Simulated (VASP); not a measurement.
BaTe:

```
CELL_PARAMETERS angstrom
6.15135 0.00000 0.00000
-3.07567 5.32722 0.00000
0.00000 0.00000 6.95278
ATOMIC_POSITIONS crystal
Ba 0.33333 0.66667 0.93750
Ba 0.66667 0.33333 0.43750
Te 0.33333 0.66667 0.43750
Te 0.66667 0.33333 0.93750
```

This cell differs from its parent crystal: epitaxial xy strain +3.0%.

Base run:

- Program: VASP 6.6.1
- Functional: r2SCAN
- Potentials or basis: VASP PAW PBE potentials, release 64 (Ba_sv, Te)
- Cutoff: 520 eV
- k mesh: 6 × 6 × 4
- Occupations: gaussian, width 0.01 eV
- Spin: no spin polarisation

Its results: band gap on the k mesh 2.28 eV, indirect (least direct gap 2.53 eV); pressure -0.7 GPa.

Question: The run is repeated on the same cell with these changes: functional from r2SCAN to PBE; occupations from gaussian, width 0.01 eV to fermi-dirac, width 0.02 eV. What comes out?

Answer: Band gap on the k mesh 1.92 eV, indirect (least direct gap 2.17 eV); pressure -0.7 GPa.

Caveats: spin-orbit coupling is left out, which moves the levels of the heavy elements; the PAW data sets were made with another functional, which shifts forces and pressure a little (some runs).

A k mesh can miss the band edges.
